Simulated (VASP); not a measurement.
# CaAl15N15 (a cell with a defect) in VASP: notebook

CaAl15N15 (a cell with a defect) is run at these levels: PBE, HSE06; tasks: single point.

All numbers are computed with VASP 6.6.1; they aren't measurements. Logs are shortened: lines on timing, memory, paths and dates and some standing lists are left out, and cuts for length are marked.

## Step 1: The cell of the first run

The cell holds a defect, 31 atoms: a = 6.260 Å, b = 6.260 Å, c = 10.035 Å, α = 90.00°, β = 90.00°, γ = 120.00°.

## Step 2: Single point, PBE

File INCAR:

```
PREC     = Accurate       # precision mode
ENCUT    = 520            # plane-wave cutoff, eV
EDIFF    = 1E-6           # SCF threshold, eV
ISMEAR   = 0              # smearing method
SIGMA    = 0.01           # smearing width, eV
LREAL    = Auto         
LASPH    = True           # aspherical terms in the spheres
NELM     = 120            # most SCF steps
ALGO     = Normal         # electronic algorithm
ISIF     = 2              # what is computed and relaxed
LWAVE    = False          # write WAVECAR
LCHARG   = False          # write CHGCAR
GGA      = PE             # functional
NBANDS   = 86             # bands
NELECT   = 128.0        
GGA_COMPAT= False        
ISYM     = -1
```

File KPOINTS:

```
explicit points
1
Reciprocal
  0.25000000   0.25000000   0.25000000 1
```

File POSCAR:

```
CaAl15N15
1.0
    6.2595139128      0.0000000578      0.0000000000
   -3.1297570064      5.4208980350      0.0000000000
    0.0000000000      0.0000000000     10.0348065929
Al Ca N
15 1 15
Direct
    0.3323281264      0.1689657366      0.1796965435
    0.3307440237      0.1703013531      0.7635915469
    0.1575752001      0.3436772169      0.9978983256
    0.3362653120      0.6774365844      0.2485156047
    0.1450372636      0.7651050514      0.5173123329
    0.3357428879      0.6641936206      0.7554182130
    0.1553666895      0.8210534089      0.9984875678
    0.8237673427      0.1651330710      0.2484348294
    0.7361470969      0.3565644969      0.5171478866
    0.8368787255      0.1655136557      0.7554584926
    0.6800942221      0.3459011110      0.9985264308
    0.8306459183      0.6707395827      0.2509715246
    0.6627657831      0.8381212854      0.5060173178
    0.8282274713      0.6730855929      0.7537648737
    0.6645593646      0.8366290858      1.0031152199
    0.2110624313      0.2892299177      0.4791392693
    0.1641888603      0.3373536814      0.1949088618
    0.3308413611      0.1701907756      0.9588053032
    0.1691070613      0.3318971904      0.7029338452
    0.3466225771      0.6906121265      0.4347334297
    0.1602526816      0.8300413163      0.1901799969
    0.3324857921      0.6736970977      0.9430242498
    0.1696273038      0.8388105373      0.6948861832
    0.8098447769      0.1543273603      0.4345980526
    0.6711876576      0.3412369565      0.1900895202
    0.8274311387      0.1687553177      0.9430826376
    0.6622301792      0.3316935986      0.6946892260
    0.8333146048      0.6687847441      0.4450385862
    0.6673023035      0.8340049836      0.1905645975
    0.8287225802      0.6723915569      0.9397542023
    0.6659755413      0.8352352935      0.6929519115
```

Potentials or basis: VASP PAW PBE potentials, release 64 (Al, Ca_sv, N).

The run is started by

```console
$ cat potpaw_PBE.64/Al/POTCAR potpaw_PBE.64/Ca_sv/POTCAR potpaw_PBE.64/N/POTCAR > POTCAR
$ mpirun -np 1 vasp_std > vasp.out
```

OUTCAR:

```text
PREC = Accurate
   ENCUT = 520
   EDIFF = 1E-6
   ISMEAR = 0
   LREAL = Auto
   LASPH = True
   NELM = 120
   ISIF = 2
   GGA = PE
   NELECT = 128.0
   ISYM = -1

 ion  position               nearest neighbor table
   1  0.332  0.169  0.180-  17 1.83  25 1.84  21 1.84  18 2.22  11 2.62   7 2.62   3 2.63   8 3.16
                             4 3.17  12 3.21  12 3.21   4 3.24   8 3.25
   2  0.331  0.170  0.764-  19 1.85  23 1.92  27 1.93  18 1.96   3 3.01   7 3.02  11 3.02   6 3.08
                            10 3.08  14 3.13  14 3.13  16 3.13  10 3.18   6 3.18   5 3.31   9 3.31
   3  0.158  0.344  0.998-  22 1.87  26 1.87  18 1.92  17 1.98   1 2.63   6 2.99  10 2.99   7 3.00
                            11 3.00   2 3.01   8 3.10   4 3.10  15 3.13  15 3.13  11 3.26   7 3.26
   4  0.336  0.677  0.249-  20 1.87  21 1.88  29 1.89  17 1.92  15 3.04   8 3.05   7 3.07   3 3.10
                             5 3.11  12 3.12  13 3.13  12 3.14  16 3.16   1 3.17   8 3.21   1 3.24
   5  0.145  0.765  0.517-  20 1.76  23 1.83  28 1.88   9 2.56   6 2.88  14 2.96  13 3.04   4 3.11
                            16 3.12  12 3.19  16 3.23  13 3.27   2 3.31
   6  0.336  0.664  0.755-  19 1.88  22 1.88  31 1.90  23 1.94   5 2.88   3 2.99   7 3.05  14 3.06
                            15 3.06  13 3.07   2 3.08  10 3.12  10 3.14   2 3.18  14 3.21
   7  0.155  0.821  0.998-  22 1.85  30 1.87  21 1.92  18 1.93   1 2.62  11 2.97   3 3.00   2 3.02
                            14 3.03   6 3.05   4 3.07  12 3.09  15 3.12  15 3.14   3 3.26  11 3.28
   8  0.824  0.165  0.248-  24 1.87  25 1.88  29 1.89  17 1.92  15 3.04   4 3.05  11 3.07   3 3.10
                             9 3.11  12 3.12  13 3.13  12 3.14  16 3.16   1 3.16   4 3.21   1 3.25
   9  0.736  0.357  0.517-  24 1.76  27 1.83  28 1.88   5 2.56  10 2.88  14 2.96  13 3.04   8 3.11
                            16 3.12  12 3.19  16 3.23  13 3.27   2 3.31
  10  0.837  0.166  0.755-  19 1.88  26 1.88  31 1.90  27 1.95   9 2.88   3 2.99  11 3.05  14 3.06
                            15 3.06  13 3.07   2 3.08   6 3.12   6 3.14   2 3.18  14 3.20
  11  0.680  0.346  0.999-  26 1.85  30 1.87  25 1.92  18 1.93   1 2.62   7 2.97   3 3.00   2 3.02
                            14 3.03  10 3.05   8 3.07  12 3.09  15 3.12  15 3.14   3 3.26   7 3.28
  12  0.831  0.671  0.251-  29 1.87  25 1.89  21 1.89  28 1.95  15 3.07   7 3.09  11 3.09   4 3.12
                             8 3.12  13 3.14   8 3.14   4 3.14   9 3.19   5 3.19   1 3.21   1 3.21
  13  0.663  0.838  0.506-  20 1.86  24 1.86  31 1.88  28 1.94   5 3.04   9 3.04  14 3.06   6 3.07
                            10 3.07   4 3.13   8 3.13  12 3.14  16 3.18  16 3.19   9 3.27   5 3.27
  14  0.828  0.673  0.754-  31 1.86  30 1.87  23 1.94  27 1.94   5 2.96   9 2.96   7 3.03  11 3.03
                             6 3.06  10 3.06  13 3.06  15 3.07   2 3.13   2 3.13  10 3.20   6 3.21
  15  0.665  0.837  0.003-  29 1.88  30 1.89  22 1.90  26 1.90   4 3.04   8 3.04  10 3.06   6 3.06
                            14 3.07  12 3.07  11 3.12   7 3.12   3 3.13   3 3.13   7 3.14  11 3.14
  16  0.211  0.289  0.479-  20 2.26  24 2.26  19 2.29   5 3.12   9 3.12   2 3.13   8 3.16   4 3.16
                            13 3.18  13 3.19   9 3.23   5 3.23
  17  0.164  0.337  0.195-   1 1.83   4 1.92   8 1.92   3 1.98
  18  0.331  0.170  0.959-   3 1.92   7 1.93  11 1.93   2 1.96   1 2.22
  19  0.169  0.332  0.703-   2 1.85  10 1.88   6 1.88  16 2.29
  20  0.347  0.691  0.435-   5 1.76  13 1.86   4 1.87  16 2.26
  21  0.160  0.830  0.190-   1 1.84   4 1.88  12 1.89   7 1.92
  22  0.332  0.674  0.943-   7 1.85   3 1.87   6 1.88  15 1.90
  23  0.170  0.839  0.695-   5 1.83   2 1.92  14 1.94   6 1.94
  24  0.810  0.154  0.435-   9 1.76  13 1.86   8 1.87  16 2.26
  25  0.671  0.341  0.190-   1 1.84   8 1.88  12 1.89  11 1.92
  26  0.827  0.169  0.943-  11 1.85   3 1.87  10 1.88  15 1.90
  27  0.662  0.332  0.695-   9 1.83   2 1.93  14 1.94  10 1.95
  28  0.833  0.669  0.445-   5 1.88   9 1.88  13 1.94  12 1.95
[... 42 lines left out ...]
   PSTRESS=    0.0 pullay stress
   NELECT =     128.0000    total number of electrons
   NUPDOWN=      -1.0000    fix difference up-down
   EMIN   =  10.00;   EMAX   =-10.00  energy-range for DOS
   EFERMI =   0.00;   METHOD = LEGACY
   ISMEAR =     0;   SIGMA  =   0.01  broadening in eV -4-tet -1-fermi 0-gaus
   EFERMI_NEDOS =   21; number of points for ismear=-14 and -15
   IALGO  =     38    algorithm
   IMIX   =      4    mixing-type and parameters
     AMIX     =   0.40;   BMIX     =  1.00
     AMIX_MAG =   1.60;   BMIX_MAG =  1.00
  volume/ion in A,a.u.               =      10.98        74.12
  Fermi-wavevector in a.u.,A,eV,Ry     =   1.181511  2.232733 18.993310  1.395969
  Thomas-Fermi vector in A             =   2.317783
   LORBIT       =      0    0 simple, 1 ext, 2 COOP (PROOUT), +10 PAW based schemes
   GGA     = PE    functional components
   LHFCALC =     F    Hartree Fock is set to
   AEXX    =    0.0000 exact exchange contribution
   IVDW    =     0    specifies the selected vdW correction
   LEPSILON=     F    determine dielectric tensor
   LRPA    =     F    only Hartree local field effects (RPA)
 non-spin polarized calculation
 Gauss-broadening in eV      SIGMA  =   0.01
  energy-cutoff  :      520.00
  volume of cell :      340.50
 maximum number of plane-waves:      9148
 NGX is ok and might be reduce to    48
   NGX = 23   NGY = 23   NGZ = 37

 number of electron     127.9999998 magnetization

 Free energy of the ion-electron system (eV)
  ---------------------------------------------------
  ext. energy  EPLUGINS =         0.00000000
  ---------------------------------------------------
  free energy    TOTEN  =      -239.27241713 eV

  energy without entropy =     -239.27241713  energy(sigma->0) =     -239.27241713

 E-fermi :   5.8005     XC(G=0): -10.6641

 val. band max:        5.7219836500   @ k =   0.2500   0.2500   0.2500
 cond. band min:       8.3082327123   @ k =   0.2500   0.2500   0.2500
 fundamental gap:      2.5862490623
 Fermi energy:         5.8005169610

 k-point     1 :       0.2500    0.2500    0.2500
  band No.  band energies     occupation
      1     -32.7264      2.00000
      2     -14.0019      2.00000
      3     -13.9577      2.00000
      4     -13.8034      2.00000
      5      -8.7571      2.00000
      6      -8.4861      2.00000
[... 68 lines left out ...]
     75      12.3108      0.00000
     76      12.3970      0.00000
 [bands above 76 left out]

------------------------ aborting loop because EDIFF is reached ----------------------------------------

  FORCE on cell =-STRESS in cart. coord.  units (eV):
  Direction    XX          YY          ZZ          XY          YZ          ZX
  --------------------------------------------------------------------------------------
  -------------------------------------------------------------------------------------
  Total       -5.4664202    -11.8316992     -5.8384049     -5.4380342     -0.0706118      0.5191675
  in kB      -25.7212895    -55.6720030    -27.4715989    -25.5877240     -0.3322517      2.4428526
  external PRESSURE =     -36.2882971 kB  Pullay stress =       0.0000000 kB

 VOLUME and BASIS-vectors are now :
 -----------------------------------------------------------------------------
  energy-cutoff  :      520.00
  volume of cell :      340.50
      direct lattice vectors                 reciprocal lattice vectors
     6.259513913  0.000000058  0.000000000     0.159756813  0.092235641  0.000000000
    -3.129757006  5.420898035  0.000000000    -0.000000002  0.184471279  0.000000000
     0.000000000  0.000000000 10.034806593     0.000000000  0.000000000  0.099653141

 POSITION                                       TOTAL-FORCE (eV/Angst)
 -----------------------------------------------------------------------------------
      1.55139      0.91595      1.80322        -0.001839      0.002752     -0.011753
      1.53729      0.92319      7.66249         0.009957     -0.004458      0.012437
     -0.08928      1.86304     10.01372         0.006668     -0.001617     -0.005959
     -0.01535      3.67231      2.49381        -0.006294      0.001512     -0.004109
     -1.48673      4.14756      5.19113        -0.001610      0.005540      0.003698
      0.02282      3.60053      7.58048         0.006167     -0.007871      0.001649
[... 23 lines left out ...]
      3.08298      3.64497      9.43025        -0.001680      0.007177      0.001387
      1.55460      4.52773      6.95364         0.005207     -0.001678      0.008522
 -----------------------------------------------------------------------------------
    total drift:                               -0.004679      0.007001      0.008204

  FREE ENERGIE OF THE ION-ELECTRON SYSTEM (eV)
  ---------------------------------------------------
  free  energy   TOTEN  =      -239.2724171263 eV

  energy  without entropy=     -239.2724171263  energy(sigma->0) =     -239.27241713
```

Wall time 67 s (1 thread of AMD EPYC 7R13 (Zen 3), shared host); peak memory 0.39 GiB.

Results:

```
Free energy   : -239.2724 eV
Largest force : 0.072 eV/Å
```

Forces in eV/Å, atoms in the order of the input:
```
Al  -0.002  0.003 -0.012
Al   0.010 -0.004  0.012
Al   0.007 -0.002 -0.006
Al  -0.006  0.002 -0.004
Al  -0.002  0.006  0.004
Al   0.006 -0.008  0.002
Al   0.000  0.002  0.002
Al  -0.010  0.002 -0.005
Al  -0.001  0.010  0.005
Al   0.004 -0.002 -0.009
Al  -0.002 -0.004  0.004
Al   0.013  0.000  0.003
Al   0.007  0.015 -0.006
Al  -0.008  0.001  0.007
Al  -0.002  0.001  0.006
Ca   0.049 -0.052 -0.001
N    0.005  0.009  0.005
N    0.004 -0.002 -0.024
N   -0.024  0.023  0.013
N   -0.002  0.046 -0.021
N   -0.007 -0.007  0.006
N    0.005  0.001 -0.005
N    0.003  0.012  0.003
N   -0.032 -0.036 -0.015
N    0.018 -0.006  0.014
N   -0.011 -0.010 -0.003
N   -0.001  0.000  0.021
N   -0.023 -0.007 -0.006
N    0.000  0.002  0.000
N   -0.002  0.007  0.001
N    0.005 -0.002  0.009
```

Caveat: the cell carries a net charge on a neutralising background, which shifts energy and pressure; the cell is charged against a uniform background, so pressure and absolute levels hang on convention.

(Continued in part 2 of 2.)
